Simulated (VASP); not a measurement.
Crystal: TaN.

```
Ta N
1.0
     2.93800    0.00000    0.00000
    -1.46900    2.54438    0.00000
     0.00000    0.00000    2.88300
Ta N
1 1
Direct
  0.33333 0.66667 0.50000
  0.00000 0.00000 0.00000
```

Program: VASP 6.6.1. Alike in all runs: task single point; cell as given; smearing fermi-dirac 0.05 eV.

Task: Order these runs on this cell by their pressure, lowest first.
A. level LDA; potentials or basis VASP PAW LDA potentials, release 64 (Ta_sv_GW, N); spin non-collinear, zero start, SOC; k mesh 7 × 7 × 7; cutoff (eV) 700
B. level B3LYP; potentials or basis VASP PAW PBE potentials, release 64 (Ta_sv_GW, N); spin off; k mesh 5 × 5 × 5; cutoff (eV) 520; grid for exact exchange (PRECFOCK) Normal; share of exact exchange 0.2
C. level r2SCANh; potentials or basis VASP PAW PBE potentials, release 64 (Ta_sv_GW, N); spin off; k mesh 5 × 5 × 5; cutoff (eV) 580; grid for exact exchange (PRECFOCK) Normal; share of exact exchange 0.1

Result: A (-10.4 GPa), C (-3.3 GPa), B (6.0 GPa).

Caveats: some runs use coarse meshes; the PAW data sets were made with another functional, which shifts forces and pressure a little (at least some runs); the cell stands under tension (at least some runs).
